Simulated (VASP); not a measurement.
A run of VASP 6.6.1:

File INCAR:

```
SYSTEM = Fe
PREC = Accurate ; ENCUT = 520
EDIFF = 1E-7 ; ISMEAR = -1
SIGMA = 0.1 ; LREAL = .False.
LASPH = .True. ; NELM = 150
ALGO = Normal ; ISIF = 2
LWAVE = .False. ; LCHARG = .False.
ISPIN = 2 ; MAGMOM = 2.3
LORBIT = 11 ; NUPDOWN = 2.3
LMAXMIX = 4 ; GGA = PE
NBANDS = 14
```

KPOINTS

```
regular mesh
0
Gamma
  12 12 12
  0 0 0
```

The input POSCAR:

```
Fe
1.0
    0.0000000000      1.8395000000      1.8395000000
    1.8395000000      0.0000000000      1.8395000000
    1.8395000000      1.8395000000      0.0000000000
Fe
1
Direct
    0.0000000000      0.0000000000      0.0000000000
```

Potentials or basis: VASP PAW PBE potentials, release 64 (Fe).

The run is started by

```sh
$ cat potpaw_PBE.64/Fe/POTCAR > POTCAR
$ mpirun -np 1 vasp_std > vasp.out
```

Hardware: 1 thread of Intel(R) Xeon(R) 6975P-C (Granite Rapids) (shared host).

Estimate the wall time of this run.

Run time: 13 s on 1 thread of Intel(R) Xeon(R) 6975P-C (Granite Rapids), with other jobs on the host, peak memory 0.14 GiB. Counts: scf iterations 15, k points 72.
